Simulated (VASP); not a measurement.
Crystal: CaSe.

```
Ca Se
1.0
     0.00000    3.27956    3.27956
     3.27956    0.00000    3.27956
     3.27956    3.27956    0.00000
Ca Se
1 1
Direct
  0.00000 0.00000 0.00000
  0.25000 0.25000 0.25000
```

Base run:

```yaml
Program: VASP 6.6.1
Functional: HF
Potentials_or_basis: VASP PAW PBE potentials, release 64 (Ca_sv, Se)
Cutoff: 520 eV
k_mesh: 4 × 4 × 4
Occupations: gaussian, width 0.01 eV
Spin: no spin polarisation
```

Its results: band gap on the k mesh 9.93 eV (least direct gap 9.97 eV); pressure 3.3 GPa.

The run is repeated on the same cell with these changes: functional from HF to r2SCAN; k mesh from 4 × 4 × 4 to 6 × 6 × 6. What comes out?

Band gap on the k mesh 3.69 eV (least direct gap 3.78 eV); pressure 0.2 GPa.

Several settings changed at once.

Caveats: the PAW data sets were made with another functional, which shifts forces and pressure a little; the cell stands under pressure (at least some runs).

A k mesh can miss the band edges.
